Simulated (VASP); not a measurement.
# Ba3Pb2: relaxation of cell and atoms with PBE

Ba3Pb2:

```
CELL_PARAMETERS angstrom
5.60689 0.00000 0.00000
0.00000 5.60689 0.00000
0.00000 0.00000 5.60689
ATOMIC_POSITIONS crystal
Ba 0.50000 0.00000 0.00000
Ba 0.00000 0.50000 0.00000
Ba 0.00000 0.00000 0.50000
Pb 0.00000 0.00000 0.00000
Pb 0.50000 0.50000 0.50000
```

The cell was built from a structure type or drawn by symmetry, and may not be a known phase.

```
Program                : VASP 6.6.1
Task                   : relaxation of cell and atoms
Functional             : PBE
Potentials or basis    : VASP PAW PBE potentials, release 64 (Ba_sv, Pb_d)
Cutoff                 : 600 eV
k mesh                 : 4 × 4 × 4
Occupations            : gaussian, width 0.1 eV
Spin                   : no spin polarisation
Dipole correction      : no
Further INCAR settings : ALGO = Normal; EDIFF = 1e-06; IBRION = 2; EDIFFG = -0.04; NSW = 90; ISIF = 3
```

* Relaxed volume: 59.14 Å³/atom
* Relaxed cell: a = 6.662 Å, b = 6.662 Å, c = 6.662 Å, α = 90.00°, β = 90.00°, γ = 90.00°
* Space group after relaxing (to 0.1 Å): Pm-3m (No. 221)
* Energy gained by relaxing: 991.1 meV/atom
* Ionic steps: 4
* Pressure after relaxing: 0.0 GPa
* Band gap on the k mesh: zero (bands 29 and 30 overlap by 0.82 eV)

Step by step:
| step | energy change (eV) | largest force (eV/Å) | pressure (GPa) | volume (Å³) |
| --- | --- | --- | --- | --- |
| 1 | 0.0000 | 0.0000 | 20.94 | 176.27 |
| 2 | -4.8606 | 0.0000 | -1.06 | 321.88 |
| 3 | -4.9444 | 0.0000 | 0.44 | 286.41 |
| 4 | -4.9557 | 0.0000 | -0.04 | 295.69 |

Final structure:
```yaml
crystal:
  lattice:
    - [6.66211, 0.00000, 0.00000]
    - [0.00000, 6.66211, 0.00000]
    - [0.00000, 0.00000, 6.66211]
  atoms:
    - { symbol: Ba, position: [0.50000, 0.00000, 0.00000] }
    - { symbol: Ba, position: [0.00000, 0.50000, 0.00000] }
    - { symbol: Ba, position: [0.00000, 0.00000, 0.50000] }
    - { symbol: Pb, position: [0.00000, 0.00000, 0.00000] }
    - { symbol: Pb, position: [0.50000, 0.50000, 0.50000] }
```

Levels at points of the mesh, in eV from the Fermi level:
| k point | band 26 | band 27 | band 28 | band 29 | band 30 | band 31 | band 32 | band 33 | band 34 |
| --- | --- | --- | --- | --- | --- | --- | --- | --- | --- |
| (0.00, 0.00, 0.00) | 0.03 | 0.03 | 0.03 | 0.67 | 0.67 | 0.87 | 0.87 | 0.87 | 1.06 |
| (0.50, 0.00, 0.00) | -1.02 | 0.01 | 0.01 | 0.01 | 0.01 | 1.08 | 1.13 | 1.44 | 2.04 |
| (0.50, 0.50, 0.00) | -1.62 | -0.32 | -0.24 | -0.24 | -0.09 | 1.65 | 1.75 | 1.75 | 2.02 |
| (0.50, 0.50, 0.50) | -1.67 | -1.67 | -0.15 | -0.15 | -0.15 | 1.48 | 1.72 | 1.72 | 1.72 |

It took 9.2 min on 1 thread of Intel Xeon 8259CL, on a shared host, peak memory 0.37 GiB.

Caveat: the volume moved by over 15 % at a fixed basis, so the end points are rough; spin-orbit coupling is left out, which moves the levels of the heavy elements.
